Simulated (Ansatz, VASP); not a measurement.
## One calculation of Al2O3, two programs

The input INCAR:

```
ALGO = Normal
EDIFF = 1E-6
ENCUT = 520
GGA = PS
ISIF = 2
ISMEAR = 0
LASPH = T
LCHARG = T
LELF = T
LREAL = F
LVHAR = T
LWAVE = F
NBANDS = 35
NELM = 80
PREC = Accurate
SIGMA = 0.02
```

File KPOINTS:

```
k-points
0
Gamma
  9 9 9
```

POSCAR

```
Al2O3
1.0
    2.3866378105      1.3779259824      4.3375827483
   -2.3866378105      1.3779259824      4.3375827483
    0.0000000000     -2.7558519647      4.3375827483
Al O
4 6
Direct
    0.3520470513      0.3520470513      0.3520470513
    0.1479529487      0.1479529487      0.1479529487
    0.6479529487      0.6479529487      0.6479529487
    0.8520470513      0.8520470513      0.8520470513
    0.5558322131      0.9441677869      0.2500000000
    0.2500000000      0.5558322131      0.9441677869
    0.9441677869      0.2500000000      0.5558322131
    0.4441677869      0.0558322131      0.7500000000
    0.7500000000      0.4441677869      0.0558322131
    0.0558322131      0.7500000000      0.4441677869
```

Input for Ansatz:

```yaml
crystal:
  lattice:
    - [2.3866378105, 1.3779259824, 4.3375827483]
    - [-2.3866378105, 1.3779259824, 4.3375827483]
    - [0.0, -2.7558519647, 4.3375827483]
  atoms:
    - { symbol: Al, position: [0.3520470513, 0.3520470513, 0.3520470513] }
    - { symbol: Al, position: [0.1479529487, 0.1479529487, 0.1479529487] }
    - { symbol: Al, position: [0.6479529487, 0.6479529487, 0.6479529487] }
    - { symbol: Al, position: [0.8520470513, 0.8520470513, 0.8520470513] }
    - { symbol: O, position: [0.5558322131, 0.9441677869, 0.25] }
    - { symbol: O, position: [0.25, 0.5558322131, 0.9441677869] }
    - { symbol: O, position: [0.9441677869, 0.25, 0.5558322131] }
    - { symbol: O, position: [0.4441677869, 0.0558322131, 0.75] }
    - { symbol: O, position: [0.75, 0.4441677869, 0.0558322131] }
    - { symbol: O, position: [0.0558322131, 0.75, 0.4441677869] }
basis:
  ecutwfc: 420
kpoints:
  mp_grid: { grid: [9, 9, 9] }
hamiltonian:
  xc: pbesol
  pseudopotentials: { kind: paw, azcp: { folder: soft_1 } }
scf:
  occupations: { method: gaussian, width: 0.02 }
output:
  forces: true
  stress: true
  eigenvalues: true
```

Alike in both runs: task single point; functional PBEsol; k mesh 9 × 9 × 9; occupations gaussian, width 0.02 eV; no spin polarisation.

|  | VASP | Ansatz |
| --- | --- | --- |
| version | VASP 6.6.1 | Ansatz 0.2.0 |
| potentials or method | VASP PAW PBE potentials, release 64 (Al, O), cutoff 520 eV | scalar-relativistic, plane waves, PAW |
| valence electrons in the cell | 48 | 48 |

|  | VASP | Ansatz | Ansatz less VASP |
| --- | --- | --- | --- |
| gap on the k mesh at the Fermi level (eV) | 6.05 | 6.04 | -0.007 |
| least direct gap on the mesh (eV) | 6.05 | 6.04 | -0.007 |
| pressure (GPa) | 0.2 | 0.0 | -0.16 |

VASP's potentials were made for PBE, not for PBEsol, and Ansatz warns of the same on its side.
